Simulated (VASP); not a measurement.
ReS3: single point with PBE

The system is ReS3.

```
Re S
1.0
    -2.45765    2.45765    2.45765
     2.45765   -2.45765    2.45765
     2.45765    2.45765   -2.45765
Re S
1 3
Direct
  0.00000 0.00000 0.00000
  0.00000 0.50000 0.50000
  0.50000 0.00000 0.50000
  0.50000 0.50000 0.00000
```

The cell was built from a structure type or drawn by symmetry, and may not be a known phase.

```yaml
Program: VASP 6.6.1
Task: single point
Functional: PBE
Potentials_or_basis: VASP PAW PBE potentials, release 64 (Re, S)
Cutoff: 520 eV
k_mesh: 4 × 4 × 4
Occupations: gaussian, width 0.1 eV
Spin: collinear spin
Starting_moments: "[1.0, 0.0, 0.0, 0.0] μB"
Dipole_correction: no
Further_INCAR_settings: ALGO = Normal; EDIFF = 1e-06; NBANDS = 24
```

```json
{
  "Pressure": "0.6 GPa",
  "Net moment": "0.00 μB per cell",
  "Valence electrons inside the program's atomic spheres": "Re 5.88; S 3.57"
}
```

Levels at points of the mesh, in eV from the Fermi level:
Spin up:
```csv
k point,band 11,band 12,band 13,band 14,band 15,band 16
"(0.00, 0.00, 0.00)",-2.78,-2.78,-0.31,-0.31,1.39,3.05
"(0.50, 0.00, 0.00)",-2.86,-0.95,-0.18,0.22,1.96,3.31
"(0.50, 0.50, 0.50)",-1.25,-1.25,-0.10,-0.10,2.67,3.38
```
Spin down:
```
           k point  band 11  band 12  band 13  band 14  band 15  band 16
(0.00, 0.00, 0.00)    -2.78    -2.78    -0.31    -0.31     1.39     3.05
(0.50, 0.00, 0.00)    -2.86    -0.95    -0.18     0.22     1.97     3.31
(0.50, 0.50, 0.50)    -1.25    -1.25    -0.10    -0.10     2.67     3.38
```

Wall time 11 s on 1 thread of Intel(R) Xeon(R) 6975P-C (Granite Rapids), on a shared host, peak memory 0.2 GiB.

Caveat: the k points lie up to 0.45 Å⁻¹ apart; spin-orbit coupling is left out, which moves the levels of the heavy elements.
